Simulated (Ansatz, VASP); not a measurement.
# Ir: VASP beside Ansatz

Contents of INCAR:

```
SYSTEM = Ir
PREC = Accurate
ENCUT = 400
EDIFF = 1E-6
ISMEAR = -1
SIGMA = 0.08
LREAL = .FALSE.
LASPH = .TRUE.
NELM = 120
ALGO = Normal
ISIF = 2
LWAVE = .FALSE.
LCHARG = .FALSE.
LDIPOL = .TRUE.
IDIPOL = 3
DIPOL = 0.5 0.5 0.500
NBANDS = 30
GGA_COMPAT = .FALSE.
NELMDL = -8
```

Contents of KPOINTS:

```
Automatic mesh
0
G
  15 15 1
  0 0 0
```

The input POSCAR:

```
Ir
1.0
    2.6954010160      0.0000000000      0.0000000000
   -1.3477005080      2.3342857532      0.0000000000
    0.0000000000      0.0000000000     24.8031000000
Ir
5
Direct
    0.8333333333      0.1666666667      0.3246532189
    0.1666666667      0.8333333333      0.4114604757
    0.5000000000      0.5000000000      0.4999999993
    0.8333333333      0.1666666667      0.5885395247
    0.1666666667      0.8333333333      0.6753467814
```

Input for Ansatz:

```yaml
crystal:
  lattice:
    - [2.695401016, 0.0, 0.0]
    - [-1.347700508, 2.3342857532, 0.0]
    - [0.0, 0.0, 24.8031]
  atoms:
    - { symbol: Ir, position: [0.8333333333, 0.1666666667, 0.3246532189] }
    - { symbol: Ir, position: [0.1666666667, 0.8333333333, 0.4114604757] }
    - { symbol: Ir, position: [0.5, 0.5, 0.4999999993] }
    - { symbol: Ir, position: [0.8333333333, 0.1666666667, 0.5885395247] }
    - { symbol: Ir, position: [0.1666666667, 0.8333333333, 0.6753467814] }
kpoints:
  mp_grid: { grid: [15, 15, 1] }
scf:
  occupations: { method: fermi_dirac, width: 0.08 }
hamiltonian:
  xc: lda
  pseudopotentials: { kind: all_electron, datasets: crystal }
output:
  forces: true
  stress: true
  eigenvalues: true
efield:
  axis: 3
  amplitude: 0
  dipole_correction: true
```

Alike in both runs: task single point; functional LDA; k mesh 15 × 15 × 1; occupations fermi-dirac, width 0.08 eV; no spin polarisation.

```csv
,VASP,Ansatz
version,VASP 6.6.1,Ansatz 0.2.0
potentials or method,"VASP PAW LDA potentials, release 64 (Ir), cutoff 400 eV","all-electron PAW with datasets made for the crystal, scalar-relativistic"
```

|  | VASP | Ansatz | Ansatz less VASP |
| --- | --- | --- | --- |
| rms of the force components (eV/Å) | 0.041 | 0.001 | -0.0399 |

LDA's correlation is that of Perdew and Zunger in VASP and of Perdew and Wang (1992) in Ansatz. Atom by atom the forces differ by 0.043 eV/Å (rms over components). Ansatz ran all-electron here, and VASP with PAW potentials.

Neither program's run includes spin-orbit coupling.
